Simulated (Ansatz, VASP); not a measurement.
Cl in VASP and in Ansatz

The input POSCAR:

```
Cl
1.0
   -3.1478138200      0.0000000000      2.2599689000
    0.0000000000     -8.3336353100      0.0000000000
    3.1478138200      0.0000000000      2.2599689000
Cl
4
Direct
    0.1300000000      0.9000000000      0.1300000000
    0.6300000000      0.6000000000      0.6300000000
    0.8700000000      0.1000000000      0.8700000000
    0.3700000000      0.4000000000      0.3700000000
```

The input INCAR.step1:

```
PREC = Accurate
ENCUT = 520
ISMEAR = -1
SIGMA = 0.1
LREAL = False
LASPH = True
NELM = 80
NBANDS = 22
GGA = PE
ALGO = Normal
EDIFF = 1E-4
LWAVE = True
LCHARG = False
```

Contents of INCAR.step2:

```
PREC = Accurate
ENCUT = 520
EDIFF = 1E-7
ISMEAR = -1
SIGMA = 0.1
LREAL = False
LASPH = True
NELM = 80
ALGO = Normal
ISIF = 2
LWAVE = False
LCHARG = True
METAGGA = R2SCAN
LMIXTAU = True
LELF = True
LVHAR = True
NBANDS = 22
ISTART = 1
```

Contents of KPOINTS:

```
Automatic mesh
0
Gamma
  7 3 7
```

Input for Ansatz:

```yaml
crystal:
  lattice:
    - [-3.14781382, 0.0, 2.2599689]
    - [0.0, -8.33363531, 0.0]
    - [3.14781382, 0.0, 2.2599689]
  atoms:
    - { symbol: Cl, position: [0.13, 0.9, 0.13] }
    - { symbol: Cl, position: [0.63, 0.6, 0.63] }
    - { symbol: Cl, position: [0.87, 0.1, 0.87] }
    - { symbol: Cl, position: [0.37, 0.4, 0.37] }
  symmetry: { tolerance: 0.0003 }
kpoints:
  mp_grid: { grid: [7, 3, 7], shift: [0, 0, 0] }
  band_path:
    path:
      - [0.0, 0.0, 0.0]
      - [-0.5, 0.0, 0.5]
      - [-0.62113741, 0.0, 0.37886259]
      - [-0.37886259, 0.0, -0.37886259]
      - [0.0, 0.0, 0.0]
      - [0.0, -0.5, 0.0]
      - [-0.37886259, -0.5, -0.37886259]
      - [-0.62113741, -0.5, 0.37886259]
      - [-0.5, -0.5, 0.5]
      - [-0.5, 0.0, 0.5]
      - [0.0, 0.0, 0.0]
    npoints: 6
magnetization:
  spin_polarized: false
scf:
  occupations: { method: fermi_dirac }
  lower_state_search: "off"
  max_iter: 200
hamiltonian:
  pseudopotentials: { kind: paw }
  xc: r2scan
basis:
  ecutwfc: 500
  fft_grid_basis: typed
output:
  forces: true
  stress: true
  eigenvalues: true
  bader: true
  populations: true
  elf: true
  write_potential: true
  volumetric_format: npy
  dos:
    e_range: [-12, 8]
    de: 0.05
    projected: { site_lists: { Cl: [Cl] } }
checkpoint:
  read: saved_state
```

Alike in both runs: task single point; functional r2SCAN; k mesh 7 × 3 × 7; no spin polarisation.

|  | VASP | Ansatz |
| --- | --- | --- |
| version | VASP 6.6.1 | Ansatz 0.2.0 |
| potentials or method | VASP PAW PBE potentials, release 64 (Cl), cutoff 520 eV | PAW plane waves |
| occupations | fermi-dirac, width 0.1 eV | fermi-dirac |
| valence electrons in the cell | 28 | 28 |

```tsv
	VASP	Ansatz	Ansatz less VASP
pressure (GPa)	-1.9	-1.5	+0.39
traceless stress, the component that is largest in VASP (GPa)	1.89	1.59	-0.305
rms of the force components (eV/Å)	0.427	0.329	-0.0979
```

VASP's potentials were made for PBE, not for r2SCAN. Atom by atom the forces differ by 0.099 eV/Å (rms over components).
